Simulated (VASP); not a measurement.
Wanted: the native input for a VASP 6.6.1 run.

* Task: single point
* Functional: r2SCAN
* Potentials or basis: VASP PAW PBE potentials, release 64 (Cu, F)
* Cutoff: 520 eV
* k mesh: 8 × 8 × 8
* Occupations: fermi-dirac, width 0.02 eV
* Spin: no spin polarisation
* Dipole correction: no
* Further INCAR settings: ALGO = Normal; EDIFF = 1e-07; NBANDS = 16

The system is CuF.

```
Cu F
1.0
     2.68256    0.00000    0.00000
     0.00000    2.68256    0.00000
     0.00000    0.00000    2.68256
Cu F
1 1
Direct
  0.00000 0.00000 0.00000
  0.50000 0.50000 0.50000
```

This cell differs from its parent crystal: volume changed by -6%.

These files were run (other wordings do the same):

POSCAR

```
CuF
1.0
    2.6825589746      0.0000000000      0.0000000000
    0.0000000000      2.6825589746      0.0000000000
    0.0000000000      0.0000000000      2.6825589746
Cu F
1 1
Direct
    0.0000000000      0.0000000000      0.0000000000
    0.5000000000      0.5000000000      0.5000000000
```

INCAR.step1

```
SYSTEM = CuF
ALGO = Normal ; EDIFF = 1E-4
ENCUT = 520 ; GGA = PE
ISMEAR = -1 ; LASPH = .True.
LCHARG = .False. ; LREAL = .False.
LWAVE = .True. ; NBANDS = 16
NELM = 100 ; PREC = Accurate
SIGMA = 0.02
```

INCAR.step2

```
SYSTEM = CuF
ALGO = Normal ; EDIFF = 1E-7
ENCUT = 520 ; ISIF = 2
ISMEAR = -1 ; ISTART = 1
LASPH = .True. ; LCHARG = .False.
LMIXTAU = .True. ; LREAL = .False.
LWAVE = .False. ; METAGGA = R2SCAN
NBANDS = 16 ; NELM = 100
PREC = Accurate ; SIGMA = 0.02
```

KPOINTS

```
k-points
0
Gamma
  8 8 8
  0 0 0
```

Potentials or basis: VASP PAW PBE potentials, release 64 (Cu, F).

The run is started by

```bash
$ cat potpaw_PBE.64/Cu/POTCAR potpaw_PBE.64/F/POTCAR > POTCAR
$ cp INCAR.step1 INCAR
$ mpirun -np 1 vasp_std > vasp.out
$ cp INCAR.step2 INCAR
$ mpirun -np 1 vasp_std > vasp.out
```

Results of the run:

```
Pressure               : 8.4 GPa
Band gap on the k mesh : zero (band 9 reaches 5.72 eV, above the bottom of band 10 at 5.26 eV)
```

Caveat: the PAW data sets were made with another functional, which shifts forces and pressure a little; semilocal functionals often make such compounds metallic where correlation or magnetic order opens a gap, which also shifts bond lengths.

It took 64 s on 1 thread of Intel Xeon 8259CL (shared host), peak memory 0.13 GiB.
